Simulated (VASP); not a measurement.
Set up this calculation in VASP 6.6.1, as the native input.

```
Task                   : single point
Functional             : r2SCAN
Potentials or basis    : VASP PAW PBE potentials, release 64 (Ba_sv, Zr_sv, O)
Cutoff                 : 520 eV
k mesh                 : 6 × 6 × 6
Occupations            : fermi-dirac, width 0.05 eV
Spin                   : no spin polarisation
Dipole correction      : no
Further INCAR settings : ALGO = Normal; EDIFF = 1e-06; NBANDS = 28
```

BaZrO3:

```
CELL_PARAMETERS angstrom
4.16321 0.00000 0.00000
0.00000 4.16321 0.00000
0.00000 0.00000 4.16321
ATOMIC_POSITIONS crystal
Ba 0.00000 0.00000 0.00000
Zr 0.50000 0.50000 0.50000
O 0.50000 0.50000 0.00000
O 0.50000 0.00000 0.50000
O 0.00000 0.50000 0.50000
```

These files were run (other wordings do the same):

POSCAR

```
BaZrO3
1.0
    4.1632093537      0.0000000000      0.0000000000
    0.0000000000      4.1632093537      0.0000000000
    0.0000000000      0.0000000000      4.1632093537
Ba Zr O
1 1 3
Direct
    0.0000000000      0.0000000000      0.0000000000
    0.5000000000      0.5000000000      0.5000000000
    0.5000000000      0.5000000000      0.0000000000
    0.5000000000      0.0000000000      0.5000000000
    0.0000000000      0.5000000000      0.5000000000
```

INCAR.step1

```
SYSTEM = BaZrO3
ALGO = Normal ; EDIFF = 1E-4
ENCUT = 520 ; GGA = PE
ISMEAR = -1 ; LASPH = .TRUE.
LCHARG = .FALSE. ; LREAL = .FALSE.
LWAVE = .TRUE. ; NBANDS = 28
NELM = 100 ; PREC = Accurate
SIGMA = 0.05
```

INCAR.step2

```
SYSTEM = BaZrO3
ALGO = Normal ; EDIFF = 1E-6
ENCUT = 520 ; ISIF = 2
ISMEAR = -1 ; ISTART = 1
LASPH = .TRUE. ; LCHARG = .FALSE.
LMIXTAU = .TRUE. ; LREAL = .FALSE.
LWAVE = .FALSE. ; METAGGA = R2SCAN
NBANDS = 28 ; NELM = 100
PREC = Accurate ; SIGMA = 0.05
```

KPOINTS

```
k-points
0
G
  6 6 6
  0 0 0
```

Potentials or basis: VASP PAW PBE potentials, release 64 (Ba_sv, Zr_sv, O).

Run with:

```bash
$ cat potpaw_PBE.64/Ba_sv/POTCAR potpaw_PBE.64/Zr_sv/POTCAR potpaw_PBE.64/O/POTCAR > POTCAR
$ cp INCAR.step1 INCAR
$ mpirun -np 1 vasp_std > vasp.out
$ cp INCAR.step2 INCAR
$ mpirun -np 1 vasp_std > vasp.out
```

Results of the run:

The pressure is 6.4 GPa and the band gap on the k mesh is 3.75 eV, indirect (least direct gap 3.97 eV).

Caveat: the PAW data sets were made with another functional, which shifts forces and pressure a little; spin-orbit coupling is left out, which moves the levels of the heavy elements.

It took 90 s on 1 thread of Intel(R) Xeon(R) Platinum 8488C (Sapphire Rapids), with other jobs on the host, peak memory 0.21 GiB.
